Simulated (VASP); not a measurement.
Here is a VASP 6.6.1 calculation.

Contents of INCAR:

```
SYSTEM = BeS
ALGO = Normal
EDIFF = 1E-7
EDIFFG = -0.04
ENCUT = 600
GGA = PE
IBRION = 2
ISIF = 3
ISMEAR = 0
LASPH = .TRUE.
LCHARG = .FALSE.
LREAL = .FALSE.
LWAVE = .FALSE.
NELM = 100
NSW = 90
PREC = Accurate
SIGMA = 0.1
```

The input KPOINTS:

```
k-points
0
G
  4 4 4
  0 0 0
```

Contents of POSCAR:

```
BeS
1.0
    4.0332484000      0.0000000000      0.0000000000
    0.0000000000      4.0332484000      0.0000000000
    0.0000000000      0.0000000000      5.8834287600
Be S
3 3
Direct
    0.0000000000      0.0000000000      0.1785884500
    0.5000000000      0.0000000000      0.1267024700
    0.0000000000      0.5000000000      0.1267024700
    0.0000000000      0.0000000000      0.4863820100
    0.5000000000      0.0000000000      0.6155293600
    0.0000000000      0.5000000000      0.6155293600
```

Potentials or basis: VASP PAW PBE potentials, release 64 (Be, S).

The run is started by

```sh
$ cat potpaw_PBE.64/Be/POTCAR potpaw_PBE.64/S/POTCAR > POTCAR
$ mpirun -np 1 vasp_std > vasp.out
```

Task: Predict the band gap on the k mesh.

Result: Zero (band 12 reaches 4.25 eV, above the bottom of band 13 at 3.32 eV).

Task: Predict the relaxed cell.

Result: a = 4.261 Å, b = 4.261 Å, c = 5.786 Å, α = 90.00°, β = 90.00°, γ = 90.00°.

Task: What does it give for the relaxed volume?

Result: 17.51 Å³/atom.

Task: Predict the space group after relaxing (to 0.05 Å).

Result: P4mm (No. 99).

Final structure:
```xyz
6
Lattice="4.2611 0.0000 0.0000 0.0000 4.2611 0.0000 0.0000 0.0000 5.7865" Properties=species:S:1:pos:R:3 pbc="T T T"
Be    0.0000    0.0000    1.0380
Be    2.1306    0.0000    0.1860
Be    0.0000    2.1306    0.1860
S     0.0000    0.0000    3.1494
S     2.1306    0.0000    3.9391
S     0.0000    2.1306    3.9391
```

Caveat: the k points lie up to 0.37 Å⁻¹ apart in the final cell.
